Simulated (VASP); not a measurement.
Runs of VASP 6.6.1 on Zn. The structure is that of space group P6_3/mmc (No. 194), or close to it. The cells are those of the table. 

```tsv
task	cell	cutoff (eV)	smearing	gap on the mesh (eV)	pressure (GPa)	relaxed volume (Å³/atom)
relaxation of cell and atoms	relaxed from a = 2.635, b = 2.635, c = 5.093 Å, angles 90.0, 90.0, 120.0°, 2 atoms	600	fermi-dirac 0.15 eV	none	0.0	(a)
relaxation of cell and atoms	relaxed from a = 2.614, b = 2.614, c = 4.873 Å, angles 90.0, 90.0, 120.0°, 2 atoms	600	gaussian 0.1 eV	none	0.0	15.35
single point	a = 2.635, b = 2.635, c = 5.093 Å, angles 90.0, 90.0, 120.0°, 2 atoms	520	gaussian 0.1 eV	none	0.3	-
single point	a = 2.633, b = 2.633, c = 5.118 Å, angles 90.0, 90.0, 120.0°, 2 atoms	520	fermi-dirac 0.15 eV	none	0.3	-
```

Alike in all rows: level PBE; potentials or basis VASP PAW PBE potentials, release 64 (Zn); no spin polarisation; k mesh 15 × 15 × 8.

Estimate the missing entries.

(a) 15.41.

A gap of «none» marks levels without a gap at the run's occupations.
